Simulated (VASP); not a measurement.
# ZnSe (I-4m2) in VASP: further runs, part 2 of 2

VASP 6.6.1.

### 4 Single point, PBEsol (biaxial strain in the a-b plane: +4.0 %, then relaxed in part)

Input file INCAR:

```
ALGO     = Normal         # electronic algorithm
EDIFF    = 1E-7           # SCF threshold, eV
ENCUT    = 520            # plane-wave cutoff, eV
GGA      = PS             # functional
ISIF     = 2              # what is computed and relaxed
ISMEAR   = 0              # smearing method
LASPH    = True           # aspherical terms in the spheres
LCHARG   = False          # write CHGCAR
LREAL    = False          # projectors in reciprocal space
LWAVE    = False          # write WAVECAR
NBANDS   = 26             # bands
NELM     = 100            # most SCF steps
PREC     = Accurate       # precision mode
SIGMA    = 0.02           # smearing width, eV
```

Input file KPOINTS:

```
k-points
0
Gamma
  8 8 6
```

Input file POSCAR:

```
ZnSe
1.0
    2.9292886163      2.9292886163      0.0000000000
   -2.9292886163      2.9292886163      0.0000000000
    0.0000000000      0.0000000000      5.3539731402
Zn Se
2 2
Direct
    0.0000000000      0.0000000000      0.0000000000
    0.5000000000      0.5000000000      0.5000000000
    0.5000000000      0.0000000000      0.2500000000
    0.0000000000      0.5000000000      0.7500000000
```

Potentials or basis: VASP PAW PBE potentials, release 64 (Zn, Se).

Run with:

```
cat potpaw_PBE.64/Zn/POTCAR potpaw_PBE.64/Se/POTCAR > POTCAR
mpirun -np 1 vasp_std > vasp.out
```

OUTCAR:

```text
EDIFF = 1E-7
   ENCUT = 520
   GGA = PS
   ISIF = 2
   ISMEAR = 0
   LASPH = True
   LREAL = False
   NELM = 100
   PREC = Accurate

 ion  position               nearest neighbor table
   1  0.000  0.000  0.000-   3 2.47   4 2.47   4 2.47   3 2.47
   2  0.500  0.500  0.500-   3 2.47   4 2.47   3 2.47   4 2.47
   3  0.500  0.000  0.250-   1 2.47   2 2.47   2 2.47   1 2.47
   4  0.000  0.500  0.750-   1 2.47   2 2.47   1 2.47   2 2.47

  LATTYP: Found a simple tetragonal cell.
 ALAT       =     4.1426396893
[... 906 lines left out ...]
     26       9.5453      0.00000

 [... further k-points ...]
[... 5 lines left out ...]
  --------------------------------------------------------------------------------------
  -------------------------------------------------------------------------------------
  Total       -1.4425692     -1.4425692      0.1388477      0.0000000     -0.0000000      0.0000000
  in kB      -25.1545600    -25.1545600      2.4211345      0.0000000     -0.0000000      0.0000000
  external PRESSURE =     -15.9626619 kB  Pullay stress =       0.0000000 kB

 VOLUME and BASIS-vectors are now :
 -----------------------------------------------------------------------------
  energy-cutoff  :      520.00
  volume of cell :       91.88
      direct lattice vectors                 reciprocal lattice vectors
     2.929288616  2.929288616  0.000000000     0.170689906  0.170689906  0.000000000
    -2.929288616  2.929288616  0.000000000    -0.170689906  0.170689906  0.000000000
     0.000000000  0.000000000  5.353973140     0.000000000  0.000000000  0.186777179

 POSITION                                       TOTAL-FORCE (eV/Angst)
 -----------------------------------------------------------------------------------
      0.00000      0.00000      0.00000        -0.000000     -0.000000      0.000000
      0.00000      2.92929      2.67699         0.000000      0.000000     -0.000000
      1.46464      1.46464      1.33849         0.000000      0.000000      0.000000
     -1.46464      1.46464      4.01548         0.000000      0.000000      0.000000
 -----------------------------------------------------------------------------------
    total drift:                               -0.000000      0.000000     -0.000000

  FREE ENERGIE OF THE ION-ELECTRON SYSTEM (eV)
  ---------------------------------------------------
  free  energy   TOTEN  =       -13.4879964320 eV

  energy  without entropy=      -13.4879964320  energy(sigma->0) =      -13.48799643
```

OSZICAR:

```text
N       E                     dE             d eps       ncg     rms          rms(c)
DAV:   1     0.229126949273E+03    0.22913E+03   -0.16934E+04  3120   0.159E+03
DAV:   2     0.760248879215E+01   -0.22152E+03   -0.21246E+03  3208   0.331E+02
DAV:   3    -0.136776642530E+02   -0.21280E+02   -0.21080E+02  3802   0.103E+02
DAV:   4    -0.141008039102E+02   -0.42314E+00   -0.42239E+00  3458   0.144E+01
DAV:   5    -0.141034969457E+02   -0.26930E-02   -0.26926E-02  3720   0.115E+00    0.644E+00
DAV:   6    -0.135131321749E+02    0.59036E+00   -0.14738E+00  4134   0.331E+01    0.499E+00
DAV:   7    -0.134925201037E+02    0.20612E-01   -0.65901E-01  3322   0.518E+00    0.214E+00
DAV:   8    -0.134884910828E+02    0.40290E-02   -0.11534E-02  3550   0.119E+00    0.619E-01
DAV:   9    -0.134879047665E+02    0.58632E-03   -0.35316E-03  3878   0.101E+00    0.101E-01
DAV:  10    -0.134879544478E+02   -0.49681E-04   -0.53286E-04  3918   0.342E-01    0.392E-02
DAV:  11    -0.134879967218E+02   -0.42274E-04   -0.11569E-04  3300   0.767E-02    0.101E-02
DAV:  12    -0.134879963294E+02    0.39234E-06   -0.19929E-05  4548   0.544E-02    0.564E-03
DAV:  13    -0.134879965034E+02   -0.17393E-06   -0.63176E-06  3282   0.206E-02    0.311E-03
DAV:  14    -0.134879964320E+02    0.71392E-07   -0.40306E-07  3336   0.595E-03
   1 F= -.13487996E+02 E0= -.13487996E+02  d E =-.417087E-17
```

Wall time 2.7 min (1 thread of AMD EPYC 7R43 (Zen 3), shared host); peak memory 0.23 GiB.

Results:

* Free energy: -13.4880 eV
* Pressure: -1.6 GPa
* Band gap on the k mesh: 0.93 eV

Caveat: the cell differs from its parent crystal (biaxial strain in the a-b plane: +4.0 %, then relaxed in part); the PAW data sets were made with another functional, which shifts forces and pressure a little.

### 5 Overview

```tsv
cell	gap on the mesh (eV)	pressure (GPa)
a = 4.063, b = 4.063, c = 5.496 Å, 4 atoms	1.08	-0.7
a = 4.063, b = 4.063, c = 5.566 Å, 4 atoms	1.06	-1.5
a = 4.143, b = 4.143, c = 5.354 Å, 4 atoms	0.93	-1.6
```

Alike in all rows: task single point; level PBEsol; potentials or basis VASP PAW PBE potentials, release 64 (Zn, Se); no spin polarisation; k mesh 8 × 8 × 6; cutoff (eV) 520; smearing gaussian 0.02 eV.

Caveats: the PAW data sets were made with another functional, which shifts forces and pressure a little.

Absolute energies hang on the potentials; compare differences alone.
